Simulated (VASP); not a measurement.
# Os (Cmce) in VASP: single point with r2SCAN

Aim: the single point of Os with r2SCAN.

Everything below comes from runs of VASP 6.6.1. Logs are shortened: lines on timing, memory, paths and dates and some standing lists are left out, and cuts for length are marked.

## 1. The cell of the first run

Symmetry: Cmce, No. 64, orthorhombic system. The conventional cell has a = 4.125 Å, b = 6.990 Å, c = 4.130 Å, α = 90.00°, β = 90.00°, γ = 90.00°. Within 2.9 Å of Os (site symmetry m) lie 7 Os at 2.23 to 2.56 Å.

## 2. Single point, r2SCAN

Contents of POSCAR:

```
Os
1.0
    2.0622585485     -3.4951457981      0.0000000000
    2.0622585485      3.4951457981      0.0000000000
    0.0000000000      0.0000000000      4.1300034079
Os
4
Direct
    0.1525000000      0.8475000000      0.0785000000
    0.6525000000      0.3475000000      0.4215000000
    0.8475000000      0.1525000000      0.9215000000
    0.3475000000      0.6525000000      0.5785000000
```

Contents of INCAR.step1:

```
SYSTEM = Os
  PREC = Accurate
  ENCUT = 520
  ISMEAR = 0
  SIGMA = 0.1
  LREAL = .False.
  LASPH = .True.
  NELM = 60
  NBANDS = 24
  GGA = PE
  ALGO = Normal
  EDIFF = 1E-4
  LWAVE = .True.
  LCHARG = .False.
```

Contents of INCAR.step2:

```
SYSTEM = Os
  PREC = Accurate
  ENCUT = 520
  EDIFF = 1E-7
  ISMEAR = 0
  SIGMA = 0.1
  LREAL = .False.
  LASPH = .True.
  NELM = 60
  ALGO = Normal
  ISIF = 2
  LWAVE = .False.
  LCHARG = .True.
  METAGGA = R2SCAN
  LMIXTAU = .True.
  LELF = .True.
  LVHAR = .True.
  NBANDS = 24
  ISTART = 1
```

Contents of KPOINTS:

```
Automatic mesh
0
Gamma
  6 6 4
  0 0 0
```

Potentials or basis: VASP PAW PBE potentials, release 64 (Os).

The run is started by

```bash
> cat potpaw_PBE.64/Os/POTCAR > POTCAR
> cp INCAR.step1 INCAR
> mpirun -np 1 vasp_std > vasp.out
> cp INCAR.step2 INCAR
> mpirun -np 1 vasp_std > vasp.out
```

OUTCAR:

```text
SYSTEM = Os
   PREC = Accurate
   ENCUT = 520
   EDIFF = 1E-7
   ISMEAR = 0
   LREAL = .False.
   LASPH = .True.
   NELM = 60
   ISIF = 2
   METAGGA = R2SCAN
   ISTART = 1

 ion  position               nearest neighbor table
   1  0.153  0.847  0.078-   3 2.23   4 2.47   4 2.47   2 2.50   2 2.50   3 2.56   3 2.56
   2  0.653  0.347  0.422-   4 2.23   3 2.47   3 2.47   1 2.50   1 2.50   4 2.56   4 2.56
   3  0.847  0.153  0.922-   1 2.23   2 2.47   2 2.47   4 2.50   4 2.50   1 2.56   1 2.56
   4  0.347  0.653  0.578-   2 2.23   1 2.47   1 2.47   3 2.50   3 2.50   2 2.56   2 2.56

  LATTYP: Found a base centered orthorhombic cell.
 ALAT       =     4.1245170970
 B/A-ratio  =     1.6948145521
 C/A-ratio  =     1.0013301705

  Lattice vectors:

 A1 = (   2.0622585485,  -3.4951457981,   0.0000000000)
 A2 = (   2.0622585485,   3.4951457981,   0.0000000000)
 A3 = (   0.0000000000,   0.0000000000,   4.1300034079)

Analysis of symmetry for initial positions (statically):
=====================================================================
 Subroutine PRICEL returns:
 Original cell was already a primitive cell.

 Routine SETGRP: Setting up the symmetry group for a
 base centered orthorhombic supercell.

 Subroutine GETGRP returns: Found  8 space group operations
 (whereof  4 operations were pure point group operations)
 out of a pool of  8 trial point group operations.

The static configuration has the point symmetry C_2h.
 The point group associated with its full space group is D_2h.

Analysis of symmetry for dynamics (positions and initial velocities):
=====================================================================
 Subroutine PRICEL returns:
 Original cell was already a primitive cell.

 Routine SETGRP: Setting up the symmetry group for a
 base centered orthorhombic supercell.

 Subroutine GETGRP returns: Found  8 space group operations
 (whereof  4 operations were pure point group operations)
 out of a pool of  8 trial point group operations.

The dynamic configuration has the point symmetry C_2h.
 The point group associated with its full space group is D_2h.

 Subroutine INISYM returns: Found  8 space group operations
 (whereof  4 operations are pure point group operations),
 and found     1 'primitive' translations

----------------------------------------------------------------------------------------

                                     Primitive cell

  volume of cell :      59.5373

  direct lattice vectors                    reciprocal lattice vectors
     2.062258549 -3.495145798  0.000000000     0.242452626 -0.143055549  0.000000000
     2.062258549  3.495145798  0.000000000     0.242452626  0.143055549  0.000000000
     0.000000000  0.000000000  4.130003408     0.000000000  0.000000000  0.242130551

  length of vectors
     4.058195963  4.058195963  4.130003408     0.281510507  0.281510507  0.242130551

  position of ions in fractional coordinates (direct lattice)
     0.152500000  0.847500000  0.078500000
     0.652500000  0.347500000  0.421500000
     0.847500000  0.152500000  0.921500000
     0.347500000  0.652500000  0.578500000

  ion indices of the primitive-cell ions
   primitive index   ion index
                 1           1
                 2           2
                 3           3
                 4           4

----------------------------------------------------------------------------------------

 KPOINTS: Automatic mesh

Automatic generation of k-mesh.
 Grid dimensions read from file:
 generate k-points for:    6    6    4

 Generating k-lattice:

  Cartesian coordinates                     Fractional coordinates (reciprocal lattice)
     0.040408771 -0.023842591  0.000000000     0.166666667  0.000000000  0.000000000
     0.040408771  0.023842591  0.000000000     0.000000000  0.166666667  0.000000000
     0.000000000  0.000000000  0.060532638     0.000000000  0.000000000  0.250000000

  Length of vectors
     0.046918418  0.046918418  0.060532638

  Shift w.r.t. Gamma in fractional coordinates (k-lattice)
     0.000000000  0.000000000  0.000000000

 Subroutine IBZKPT returns following result:
 ===========================================

 Found     39 irreducible k-points:

 Following reciprocal coordinates:
            Coordinates               Weight
  0.000000  0.000000  0.000000      1.000000
  0.166667 -0.000000  0.000000      4.000000
  0.333333 -0.000000  0.000000      4.000000
  0.500000 -0.000000  0.000000      2.000000
  0.166667  0.166667  0.000000      2.000000
  0.333333  0.166667  0.000000      4.000000
[... 16 lines left out ...]
  0.333333  0.333333  0.250000      4.000000
  0.500000  0.333333  0.250000      8.000000
 [... further k-points ...]
   k-points           NKPTS =     39   k-points in BZ     NKDIM =     39   number of bands    NBANDS=     24
   number of dos      NEDOS =    301   number of ions     NIONS =      4
   total plane-waves  NPLWV =  28800
   dimension x,y,z NGX =    30 NGY =   30 NGZ =   32
   dimension x,y,z NGXF=    60 NGYF=   60 NGZF=   64
   ions per type =               4
   NGX,Y,Z   is equivalent  to a cutoff of  12.29, 12.29, 12.88 a.u.
   NGXF,Y,Z  is equivalent  to a cutoff of  24.58, 24.58, 25.76 a.u.
 SYSTEM =  Os
   PREC   = accura    normal or accurate (medium, high low for compatibility)
   ISTART =      1    job   : 0-new  1-cont  2-samecut
   ICHARG =      0    charge: 1-file 2-atom 10-const
   ISPIN  =      1    spin polarized calculation?
   LNONCOLLINEAR =      F non collinear calculations
   LSORBIT =      F    spin-orbit coupling
   LASPH  =      T    aspherical Exc in radial PAW
   ENCUT  =  520.0 eV  38.22 Ry    6.18 a.u.   7.55  7.55  7.68*2*pi/ulx,y,z
   NELM   =     60;   NELMIN=  2; NELMDL=  0     # of ELM steps
   EDIFF  = 0.1E-06   stopping-criterion for ELM
   LREAL  =      F    real-space projection
   EDIFFG = 0.1E-05   stopping-criterion for IOM
   NSW    =      0    number of steps for IOM
   IBRION =     -1    ionic relax: 0-MD 1-quasi-New 2-CG
   NFREE  =      0    steps in history (QN), initial steepest desc. (CG)
   ISIF   =      2    stress and relaxation
   ISYM   =      2    0-nonsym 1-usesym 2-fastsym
   POTIM  = 0.5000    time-step for ionic-motion
   TEBEG  =    0.0;   TEEND  =   0.0 temperature during run
   PSTRESS=    0.0 pullay stress
   NELECT =      32.0000    total number of electrons
   NUPDOWN=      -1.0000    fix difference up-down
   EMIN   =  10.00;   EMAX   =-10.00  energy-range for DOS
   EFERMI =   0.00;   METHOD = LEGACY
   ISMEAR =     0;   SIGMA  =   0.10  broadening in eV -4-tet -1-fermi 0-gaus
   EFERMI_NEDOS =   21; number of points for ismear=-14 and -15
   IALGO  =     38    algorithm
   IMIX   =      4    mixing-type and parameters
     AMIX     =   0.40;   BMIX     =  1.00
     AMIX_MAG =   1.60;   BMIX_MAG =  1.00
  volume/ion in A,a.u.               =      14.88       100.44
  Fermi-wavevector in a.u.,A,eV,Ry     =   1.331053  2.515325 24.105456  1.771701
  Thomas-Fermi vector in A             =   2.460093
   LORBIT       =      0    0 simple, 1 ext, 2 COOP (PROOUT), +10 PAW based schemes
   METAGGA = R2SCAN    functional components
   LHFCALC =     F    Hartree Fock is set to
   AEXX    =    0.0000 exact exchange contribution
   IVDW    =     0    specifies the selected vdW correction
   LEPSILON=     F    determine dielectric tensor
   LRPA    =     F    only Hartree local field effects (RPA)
 non-spin polarized calculation
 Gauss-broadening in eV      SIGMA  =   0.10
  energy-cutoff  :      520.00
  volume of cell :       59.54
 maximum number of plane-waves:      1625
   NGX = 15   NGY = 15   NGZ = 15

 number of electron      32.0000002 magnetization

 Free energy of the ion-electron system (eV)
  ---------------------------------------------------
  ext. energy  EPLUGINS =         0.00000000
  ---------------------------------------------------
  free energy    TOTEN  =      -206.90475238 eV

  energy without entropy =     -206.88688767  energy(sigma->0) =     -206.89582003

 E-fermi :   8.5299     XC(G=0): -14.5601

 val. band max:        8.4720115292   @ k =   0.1667  -0.0000   0.2500
 cond. band min:       8.5559298149   @ k =   0.5000   0.1667   0.5000
 fundamental gap:      0.0839182857
 Fermi energy:         8.5298907116

 k-point     1 :       0.0000    0.0000    0.0000
  band No.  band energies     occupation
      1      -2.1611      2.00000
      2       1.4120      2.00000
      3       1.5055      2.00000
      4       1.9319      2.00000
      5       2.9012      2.00000
      6       2.9348      2.00000
[... 16 lines left out ...]
     23      14.9442      0.00000
     24      15.2919      0.00000

 k-point     2 :       0.1667   -0.0000    0.0000
  band No.  band energies     occupation
      1      -1.6558      2.00000
      2       1.1454      2.00000
      3       1.6458      2.00000
      4       2.5317      2.00000
      5       2.8404      2.00000
      6       3.2821      2.00000
[... 16 lines left out ...]
     23      14.5207      0.00000
     24      15.4265      0.00000

 k-point     3 :       0.3333   -0.0000    0.0000
  band No.  band energies     occupation
      1      -0.2780      2.00000
      2       1.1800      2.00000
      3       2.2877      2.00000
      4       2.3230      2.00000
      5       2.7114      2.00000
      6       2.9960      2.00000
[... 16 lines left out ...]
     23      14.4416      0.00000
     24      15.2995      0.00000

 k-point     4 :       0.5000   -0.0000    0.0000
  band No.  band energies     occupation
      1       1.3338      2.00000
      2       1.3338      2.00000
      3       1.9174      2.00000
      4       1.9174      2.00000
      5       2.5160      2.00000
      6       2.5160      2.00000
[... 16 lines left out ...]
     23      15.9388      0.00000
     24      15.9388      0.00000

 k-point     5 :       0.1667    0.1667    0.0000
  band No.  band energies     occupation
      1      -0.7222      2.00000
      2       1.1052      2.00000
      3       2.0776      2.00000
      4       2.4815      2.00000
      5       3.0209      2.00000
      6       3.1359      2.00000
[... 451 lines left out ...]
 k-point    22 :      -0.1667    0.1667    0.2500
  band No.  band energies     occupation
      1      -0.9089      2.00000
      2       1.5350      2.00000
      3       1.6020      2.00000
      4       1.8889      2.00000
      5       2.6994      2.00000
      6       2.9794      2.00000
[... 16 lines left out ...]
     23      14.8808      0.00000
     24      17.2689      0.00000

 k-point    23 :       0.3333    0.3333    0.2500
  band No.  band energies     occupation
      1       0.8206      2.00000
      2       1.6189      2.00000
      3       1.6350      2.00000
      4       1.7710      2.00000
      5       1.9047      2.00000
      6       2.2533      2.00000
[... 16 lines left out ...]
     23      12.8315      0.00000
     24      14.4072      0.00000

 k-point    24 :       0.5000    0.3333    0.2500
  band No.  band energies     occupation
      1       0.8076      2.00000
      2       1.1013      2.00000
      3       1.6468      2.00000
      4       1.7008      2.00000
      5       2.1914      2.00000
      6       2.5756      2.00000
[... 16 lines left out ...]
     23      13.4057      0.00000
     24      14.2927      0.00000

 [... further k-points ...]
[... 5 lines left out ...]
  --------------------------------------------------------------------------------------
  -------------------------------------------------------------------------------------
  Total       19.3600658     23.0054635     20.9968705      0.0000000     -0.0000000      0.0000000
  in kB      520.9890519    619.0885256    565.0362846      0.0000000     -0.0000000      0.0000000
  external PRESSURE =     568.3712874 kB  Pullay stress =       0.0000000 kB

 VOLUME and BASIS-vectors are now :
 -----------------------------------------------------------------------------
  energy-cutoff  :      520.00
  volume of cell :       59.54
      direct lattice vectors                 reciprocal lattice vectors
     2.062258549 -3.495145798  0.000000000     0.242452626 -0.143055549  0.000000000
     2.062258549  3.495145798  0.000000000     0.242452626  0.143055549  0.000000000
     0.000000000  0.000000000  4.130003408     0.000000000  0.000000000  0.242130551

 POSITION                                       TOTAL-FORCE (eV/Angst)
 -----------------------------------------------------------------------------------
      2.06226      2.42913      0.32421         0.000000      0.135711     -0.629509
      2.06226     -1.06602      1.74080         0.000000      0.135711      0.629509
      2.06226     -2.42913      3.80580         0.000000     -0.135711      0.629509
      2.06226      1.06602      2.38921         0.000000     -0.135711     -0.629509
 -----------------------------------------------------------------------------------
    total drift:                               -0.000000     -0.000000     -0.000000

  FREE ENERGIE OF THE ION-ELECTRON SYSTEM (eV)
  ---------------------------------------------------
  free  energy   TOTEN  =      -206.9047523816 eV

  energy  without entropy=     -206.8868876716  energy(sigma->0) =     -206.89582003
```

It took 2.1 min on 1 thread of Intel Xeon Platinum 8488C (Sapphire Rapids), shared host; peak memory 0.19 GiB.

Results:

- Free energy: -206.9048 eV
- Pressure: 56.8 GPa
- Largest force: 0.644 eV/Å
- Band gap on the k mesh: zero (band 16 reaches 8.97 eV, above the bottom of band 17 at 8.16 eV)

Forces in eV/Å, atoms in the order of the input:
```
Os   0.000  0.136 -0.630
Os   0.000  0.136  0.630
Os   0.000 -0.136  0.630
Os   0.000 -0.136 -0.630
```

Caveat: the k points lie up to 0.38 Å⁻¹ apart; the PAW data sets were made with another functional, which shifts forces and pressure a little; spin-orbit coupling is left out, which moves the levels of the heavy elements.
